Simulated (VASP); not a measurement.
# Ir: single point with r2SCAN

The system is Ir.

```xyz
1
Lattice="0.0000 1.9101 1.9197 1.9197 0.0000 1.9197 1.9197 1.9101 0.0000" Properties=species:S:1:pos:R:3 pbc="T T T"
Ir    0.0000    0.0000    0.0000
```

This cell differs from its parent crystal: strain -0.0050 x Voigt [0, 1, 0, 0, 0, 0].

| Property | Result |
| --- | --- |
| Program | VASP 6.6.1 |
| Task | single point |
| Functional | r2SCAN |
| Potentials or basis | VASP PAW PBE potentials, release 64 (Ir) |
| Cutoff | 520 eV |
| k mesh | 22 × 22 × 22 |
| Occupations | gaussian, width 0.15 eV |
| Spin | no spin polarisation |

```yaml
Pressure: 6.1 GPa
Band_gap_on_the_k_mesh: zero (an odd number of electrons rules out a gap without spin polarisation)
```

Stress tensor (GPa, compression positive):
```
5.51 0.00 0.00
0.00 7.42 0.00
0.00 0.00 5.51
```

Levels at points of the mesh, in eV from the Fermi level:
| k point | band 1 | band 2 | band 3 | band 4 | band 5 | band 6 | band 7 | band 8 | band 9 |
| --- | --- | --- | --- | --- | --- | --- | --- | --- | --- |
| (0.00, 0.00, 0.00) | -11.56 | -4.03 | -4.03 | -3.96 | -1.32 | -1.23 | 15.12 | 20.96 | 20.96 |
| (0.50, 0.00, 0.00) | -8.45 | -4.20 | -4.13 | -0.69 | 0.95 | 0.99 | 7.74 | 14.74 | 20.85 |
| (0.50, 0.50, 0.00) | -8.25 | -7.66 | 0.88 | 1.57 | 1.64 | 1.77 | 11.12 | 12.38 | 12.44 |
| (0.50, 0.00, 0.50) | -8.24 | -7.66 | 0.87 | 1.61 | 1.61 | 1.88 | 11.26 | 12.32 | 12.32 |

Wall time 4.5 min on 1 thread of Intel(R) Xeon(R) Platinum 8375C CPU @ 2.90GHz (Ice Lake) (shared host), peak memory 0.23 GiB.

Caveat: the cell differs from its parent crystal (strain -0.0050 x Voigt [0, 1, 0, 0, 0, 0]); the cell stands under pressure; the PAW data sets were made with another functional, which shifts forces and pressure a little; spin-orbit coupling is left out, which moves the levels of the heavy elements.
